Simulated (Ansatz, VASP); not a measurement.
Ti6C in VASP and in Ansatz

```
Ti C
1.0
     5.78488    0.00000    0.00000
     0.00000    5.78488    0.00000
     0.00000    0.00000    5.78488
Ti C
6 1
Direct
  0.16997 0.50000 0.50000
  0.50000 0.16997 0.50000
  0.83003 0.50000 0.50000
  0.50000 0.83003 0.50000
  0.50000 0.50000 0.16997
  0.50000 0.50000 0.83003
  0.00000 0.00000 0.00000
```

Change from the starting cell: species swapped into the YbB6 type (Pm-3m, No. 221).

Alike in both runs: functional PBE; k mesh 8 × 8 × 8; occupations gaussian, width 0.1 eV; no spin polarisation.

Ansatz relaxed the structure, and its values are those at the end. VASP's run is a single point on that final structure, the one shown.

|  | VASP | Ansatz |
| --- | --- | --- |
| version | VASP 6.6.1 | Ansatz 0.2.0 |
| potentials or method | VASP PAW PBE potentials, release 64 (Ti_sv, C), cutoff 520 eV | scalar-relativistic, plane waves, PAW |
| valence electrons in the cell | 76 | 76 |

|  | VASP | Ansatz | Ansatz less VASP |
| --- | --- | --- | --- |
| gap on the k mesh at the Fermi level (eV) | none | none | - |
| pressure (GPa) | 0.7 | 0.0 | -0.72 |
| rms of the force components (eV/Å) | 0.315 | 0.000 | -0.3151 |

A gap of «none» marks a metal or a gap that the smearing closes. One of these differences is far larger than is usual between the two programs; its cause wasn't traced.
